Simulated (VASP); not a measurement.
# MnS: single point with PBE

MnS:

```
Mn S
1.0
     0.00000    2.80000    2.80000
     2.80000    0.00000    2.80000
     2.80000    2.80000    0.00000
Mn S
1 1
Direct
  0.00000 0.00000 0.00000
  0.75000 0.75000 0.75000
```

```json
{
  "Program": "VASP 6.6.1",
  "Task": "single point",
  "Functional": "PBE",
  "Potentials or basis": "VASP PAW PBE potentials, release 64 (Mn_pv, S)",
  "Cutoff": "520 eV",
  "k mesh": "12 × 12 × 12",
  "Occupations": "gaussian, width 0.05 eV",
  "Spin": "collinear spin, ferromagnetic start",
  "Starting moments": "[4.0, 0.0] μB",
  "Dipole correction": "no",
  "Further INCAR settings": "ALGO = Normal; EDIFF = 1e-06; NBANDS = 20"
}
```

* Pressure: 1.3 GPa
* Net moment: 4.94 μB per cell
* Site moments: Mn +4.34; S +0.09 μB
* Valence electrons inside the program's atomic spheres: Mn 11.37; S 3.77

Levels at points of the mesh, in eV from the Fermi level:
Spin up:
| k point | band 8 | band 9 | band 10 | band 11 | band 12 | band 13 | band 14 | band 15 | band 16 | band 17 |
| --- | --- | --- | --- | --- | --- | --- | --- | --- | --- | --- |
| (0.00, 0.00, 0.00) | -3.22 | -3.22 | 0.22 | 0.22 | 0.22 | 0.94 | 5.82 | 5.82 | 5.82 | 10.64 |
| (0.50, 0.00, 0.00) | -3.12 | -3.12 | -2.91 | -0.80 | -0.80 | 2.93 | 6.26 | 6.26 | 6.82 | 10.96 |
| (0.50, 0.50, 0.00) | -3.22 | -3.01 | -2.73 | -2.17 | -2.17 | 2.73 | 4.31 | 9.08 | 10.70 | 10.70 |
Spin down:
```tsv
k point	band 5	band 6	band 7	band 8	band 9	band 10
(0.00, 0.00, 0.00)	-3.31	-3.31	-3.31	0.82	0.82	1.97
(0.50, 0.00, 0.00)	-5.15	-3.24	-3.24	0.89	0.95	0.95
(0.50, 0.50, 0.00)	-5.07	-3.34	-3.34	0.00	0.85	1.26
```

It took 3.6 min on 1 thread of AMD EPYC 7R13, with other jobs on the host, peak memory 0.22 GiB.

Caveat: a cell with one magnetic atom can't hold antiferromagnetic order, which such compounds often take; semilocal functionals often make such compounds metallic where correlation or magnetic order opens a gap, which also shifts bond lengths. With open d or f shells a metallic result of PBE can be an artefact of self-interaction; +U or a hybrid may open a gap.
